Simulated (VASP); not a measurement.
# K (Pm-3m) in VASP: notebook

K is run at these levels: BLYP; tasks: single point.

Program: VASP 6.6.1. These are calculated values, not measurements. Logs are shortened: lines on timing, memory, paths and dates and some standing lists are left out, and cuts for length are marked.

### Step 1. The cell of the first run

It takes space group Pm-3m (No. 221, cubic). Conventional cell: a = 4.225 Å, b = 4.225 Å, c = 4.225 Å, α = 90.00°, β = 90.00°, γ = 90.00°. Within 5.5 Å of K (site symmetry m-3m) lie 6 K at 4.23 Å.

This isn't the form of K at room conditions, which is bcc.

### Step 2. Single point, BLYP (75.42 Å³/atom)

Input file INCAR:

```
  AGGAC = 1.0
  AGGAX = 1.0
  ALDAC = 0.0
  ALDAX = 1.0
  ALGO = Normal
  EDIFF = 1E-6
  ENCUT = 520
  GGA = B5
  ISIF = 2
  ISMEAR = -1
  LASPH = True
  LCHARG = False
  LREAL = False
  LWAVE = False
  NBANDS = 10
  NELM = 100
  PREC = Accurate
  SIGMA = 0.1
```

Input file KPOINTS:

```
k-points
0
Gamma
  8 8 8
```

Input file POSCAR:

```
K
1.0
    4.2250473949      0.0000000000      0.0000000000
    0.0000000000      4.2250473949      0.0000000000
    0.0000000000      0.0000000000      4.2250473949
K
1
Direct
    0.0000000000      0.0000000000      0.0000000000
```

Potentials or basis: VASP PAW PBE potentials, release 64 (K_sv).

Command:

```bash
cat potpaw_PBE.64/K_sv/POTCAR > POTCAR
mpirun -np 1 vasp_std > vasp.out
```

OUTCAR:

```text
EDIFF = 1E-6
   ENCUT = 520
   GGA = B5
   ISIF = 2
   ISMEAR = -1
   LASPH = True
   LREAL = False
   NELM = 100
   PREC = Accurate

 ion  position               nearest neighbor table
   1  0.000  0.000  0.000-

  LATTYP: Found a simple cubic cell.
 ALAT       =     4.2250473949

  Lattice vectors:

 A1 = (   4.2250473949,   0.0000000000,   0.0000000000)
 A2 = (   0.0000000000,   4.2250473949,   0.0000000000)
 A3 = (   0.0000000000,   0.0000000000,   4.2250473949)

Analysis of symmetry for initial positions (statically):
=====================================================================
 Subroutine PRICEL returns:
 Original cell was already a primitive cell.

 Routine SETGRP: Setting up the symmetry group for a
 simple cubic supercell.

 Subroutine GETGRP returns: Found 48 space group operations
 (whereof 48 operations were pure point group operations)
 out of a pool of 48 trial point group operations.

The static configuration has the point symmetry O_h .

Analysis of symmetry for dynamics (positions and initial velocities):
=====================================================================
 Subroutine PRICEL returns:
 Original cell was already a primitive cell.

 Routine SETGRP: Setting up the symmetry group for a
 simple cubic supercell.

 Subroutine GETGRP returns: Found 48 space group operations
 (whereof 48 operations were pure point group operations)
 out of a pool of 48 trial point group operations.

The dynamic configuration has the point symmetry O_h .

 Subroutine INISYM returns: Found 48 space group operations
 (whereof 48 operations are pure point group operations),
 and found     1 'primitive' translations

----------------------------------------------------------------------------------------

                                     Primitive cell

  volume of cell :      75.4214

  direct lattice vectors                    reciprocal lattice vectors
     4.225047395  0.000000000  0.000000000     0.236683735  0.000000000  0.000000000
     0.000000000  4.225047395  0.000000000     0.000000000  0.236683735  0.000000000
     0.000000000  0.000000000  4.225047395     0.000000000  0.000000000  0.236683735

  length of vectors
     4.225047395  4.225047395  4.225047395     0.236683735  0.236683735  0.236683735

  position of ions in fractional coordinates (direct lattice)
     0.000000000  0.000000000  0.000000000

  ion indices of the primitive-cell ions
   primitive index   ion index
[... 77 lines left out ...]
   IBRION =     -1    ionic relax: 0-MD 1-quasi-New 2-CG
   NFREE  =      0    steps in history (QN), initial steepest desc. (CG)
   ISIF   =      2    stress and relaxation
   ISYM   =      2    0-nonsym 1-usesym 2-fastsym
   POTIM  = 0.5000    time-step for ionic-motion
   TEBEG  =    0.0;   TEEND  =   0.0 temperature during run
   PSTRESS=    0.0 pullay stress
   NELECT =       9.0000    total number of electrons
   NUPDOWN=      -1.0000    fix difference up-down
   EMIN   =  10.00;   EMAX   =-10.00  energy-range for DOS
   EFERMI =   0.00;   METHOD = LEGACY
   ISMEAR =    -1;   SIGMA  =   0.10  broadening in eV -4-tet -1-fermi 0-gaus
   EFERMI_NEDOS =   21; number of points for ismear=-14 and -15
   IALGO  =     38    algorithm
   IMIX   =      4    mixing-type and parameters
     AMIX     =   0.40;   BMIX     =  1.00
     AMIX_MAG =   1.60;   BMIX_MAG =  1.00
  volume/ion in A,a.u.               =      75.42       508.97
  Fermi-wavevector in a.u.,A,eV,Ry     =   0.805980  1.523081  8.838388  0.649603
  Thomas-Fermi vector in A             =   1.914326
   LORBIT       =      0    0 simple, 1 ext, 2 COOP (PROOUT), +10 PAW based schemes
   GGA     = B5    functional components
   LHFCALC =     F    Hartree Fock is set to
   AEXX    =    0.0000 exact exchange contribution
   IVDW    =     0    specifies the selected vdW correction
   LEPSILON=     F    determine dielectric tensor
   LRPA    =     F    only Hartree local field effects (RPA)
 non-spin polarized calculation
  energy-cutoff  :      520.00
  volume of cell :       75.42
 maximum number of plane-waves:      2048
 NGX is ok and might be reduce to    32
   NGX = 15   NGY = 15   NGZ = 15

 number of electron       8.9999997 magnetization

 Free energy of the ion-electron system (eV)
  ---------------------------------------------------
  ext. energy  EPLUGINS =         0.00000000
  ---------------------------------------------------
  free energy    TOTEN  =        -0.62710773 eV

  energy without entropy =       -0.60483597  energy(sigma->0) =       -0.61597185

 E-fermi :   0.2752     XC(G=0):  -5.1757

 val. band max:        0.1208924989   @ k =   0.5000   0.0000   0.0000
 cond. band min:       0.2890014319   @ k =   0.5000   0.1250   0.0000
 fundamental gap:      0.1681089330
 Fermi energy:         0.2751915005

 k-point     1 :       0.0000    0.0000    0.0000
  band No.  band energies     occupation
      1     -32.1289      2.00000
      2     -15.6495      2.00000
      3     -15.6495      2.00000
      4     -15.6495      2.00000
      5      -1.8586      2.00000
      6       2.9869      0.00000
      7       2.9869      0.00000
      8       6.2112      0.00000
      9       6.2112      0.00000
     10       6.2112      0.00000
[... 287 lines left out ...]
 k-point    24 :       0.5000    0.3750    0.1250
  band No.  band energies     occupation
      1     -32.1180      2.00000
      2     -15.7399      2.00000
      3     -15.7237      2.00000
      4     -15.6477      2.00000
      5       1.3108      0.00006
      6       1.6384      0.00000
      7       2.9056      0.00000
      8       3.2617      0.00000
      9       4.9777      0.00000
     10       5.0367      0.00000

 [... further k-points ...]

------------------------ aborting loop because EDIFF is reached ----------------------------------------

  FORCE on cell =-STRESS in cart. coord.  units (eV):
  Direction    XX          YY          ZZ          XY          YZ          ZX
  --------------------------------------------------------------------------------------
  -------------------------------------------------------------------------------------
  Total        0.1549279      0.1549279      0.1549279      0.0000000     -0.0000000      0.0000000
  in kB        3.2911325      3.2911325      3.2911325      0.0000000     -0.0000000      0.0000000
  external PRESSURE =       3.2911325 kB  Pullay stress =       0.0000000 kB

 VOLUME and BASIS-vectors are now :
 -----------------------------------------------------------------------------
  energy-cutoff  :      520.00
  volume of cell :       75.42
      direct lattice vectors                 reciprocal lattice vectors
     4.225047395  0.000000000  0.000000000     0.236683735  0.000000000  0.000000000
     0.000000000  4.225047395  0.000000000     0.000000000  0.236683735  0.000000000
     0.000000000  0.000000000  4.225047395     0.000000000  0.000000000  0.236683735

 POSITION                                       TOTAL-FORCE (eV/Angst)
 -----------------------------------------------------------------------------------
      0.00000      0.00000      0.00000         0.000000      0.000000      0.000000
 -----------------------------------------------------------------------------------
    total drift:                                0.000000     -0.000000      0.000000

  FREE ENERGIE OF THE ION-ELECTRON SYSTEM (eV)
  ---------------------------------------------------
  free  energy   TOTEN  =        -0.6271077349 eV

  energy  without entropy=       -0.6048359702  energy(sigma->0) =       -0.61597185
```

OSZICAR:

```text
N       E                     dE             d eps       ncg     rms          rms(c)
DAV:   1     0.471567869263E+02    0.47157E+02   -0.35475E+03   700   0.685E+02
DAV:   2     0.120038156121E+01   -0.45956E+02   -0.45428E+02   762   0.190E+02
DAV:   3    -0.540627257275E+00   -0.17410E+01   -0.17370E+01  1084   0.297E+01
DAV:   4    -0.628740571562E+00   -0.88113E-01   -0.87657E-01   994   0.508E+00
DAV:   5    -0.629817048968E+00   -0.10765E-02   -0.10763E-02  1058   0.468E-01    0.234E+00
DAV:   6    -0.627718246020E+00    0.20988E-02   -0.23987E-03   990   0.362E-01    0.152E+00
DAV:   7    -0.627079333442E+00    0.63891E-03   -0.48692E-03   974   0.423E-01    0.976E-02
DAV:   8    -0.627067248419E+00    0.12085E-04   -0.67358E-04  1020   0.249E-01    0.196E-02
DAV:   9    -0.627091010286E+00   -0.23762E-04   -0.52285E-05   804   0.387E-02    0.567E-03
DAV:  10    -0.627103631328E+00   -0.12621E-04   -0.22264E-05   820   0.163E-02    0.562E-03
DAV:  11    -0.627107634519E+00   -0.40032E-05   -0.16260E-05   798   0.113E-02    0.128E-03
DAV:  12    -0.627107734873E+00   -0.10035E-06   -0.15721E-07   564   0.190E-03
   1 F= -.62710773E+00 E0= -.61597185E+00  d E =-.222718E-01
```

stdout:

```text
POSCAR found type information on POSCAR K
 POSCAR found :  1 types and       1 ions
 scaLAPACK will be used
 -----------------------------------------------------------------------------
|                                                                             |
|                                                                             |
|     You enforced a specific xc type in the INCAR file but a different       |
|     I HOPE YOU KNOW WHAT YOU ARE DOING!                                     |
|                                                                             |
 -----------------------------------------------------------------------------

 LDA part: xc-table for (Slater(with rela. corr.)+VWN5), standard interpolation
 POSCAR, INCAR and KPOINTS ok, starting setup
 FFT: planning ... GRIDC
 FFT: planning ... GRID_SOFT
 FFT: planning ... GRID
 WAVECAR not read
 entering main loop
```

It took 19 s on 1 thread of Intel Xeon Platinum 8488C (Sapphire Rapids), shared host; peak memory 0.17 GiB.

What came out:

* Free energy: -0.6271 eV
* Pressure: 0.3 GPa
* Band gap on the k mesh: zero (an odd number of electrons rules out a gap without spin polarisation)

Caveat: the PAW data sets were made with another functional, which shifts forces and pressure a little.

### Step 3. Single point, BLYP (78.85 Å³/atom)

This run uses another cell than the first one, of 78.85 Å³/atom.

Input file INCAR:

```
SYSTEM = K
  PREC = Accurate
  ENCUT = 520
  EDIFF = 1E-7
  ISMEAR = -1
  SIGMA = 0.1
  LREAL = .FALSE.
  LASPH = .TRUE.
  NELM = 80
  ALGO = Normal
  ISIF = 2
  LWAVE = .FALSE.
  LCHARG = .FALSE.
  GGA = B5
  ALDAX = 1.0
  AGGAX = 1.0
  AGGAC = 1.0
  ALDAC = 0.0
  NBANDS = 10
```

Input file KPOINTS:

```
Automatic mesh
0
G
  8 8 8
  0 0 0
```

Input file POSCAR:

```
K
1.0
    4.2881171021      0.0000000000      0.0000000000
    0.0000000000      4.2881171021      0.0000000000
    0.0000000000      0.0000000000      4.2881171021
K
1
Direct
    0.0000000000      0.0000000000      0.0000000000
```

Potentials or basis: VASP PAW PBE potentials, release 64 (K_sv).

Command:

```bash
cat potpaw_PBE.64/K_sv/POTCAR > POTCAR
mpirun -np 1 vasp_std > vasp.out
```

Wall time 23 s (1 thread of Intel Xeon Platinum 8488C (Sapphire Rapids), shared host); peak memory 0.17 GiB.

It converged, with:

- Free energy: -0.6329 eV
- Pressure: 0.2 GPa
- Band gap on the k mesh: zero (an odd number of electrons rules out a gap without spin polarisation)

Levels at points of the mesh, in eV from the Fermi level:
```
           k point  band 1  band 2  band 3  band 4  band 5  band 6  band 7  band 8
(0.00, 0.00, 0.00)  -32.41  -15.93  -15.93  -15.93   -2.07    2.71    2.71    5.85
(0.50, 0.00, 0.00)  -32.40  -16.02  -15.93  -15.93   -0.16    0.33    3.26    4.44
(0.50, 0.50, 0.00)  -32.40  -16.01  -16.01  -15.92    1.22    1.85    2.19    2.19
(0.50, 0.50, 0.50)  -32.39  -16.00  -16.00  -16.00    2.24    2.24    2.24    4.21
```

Caveat: the PAW data sets were made with another functional, which shifts forces and pressure a little.
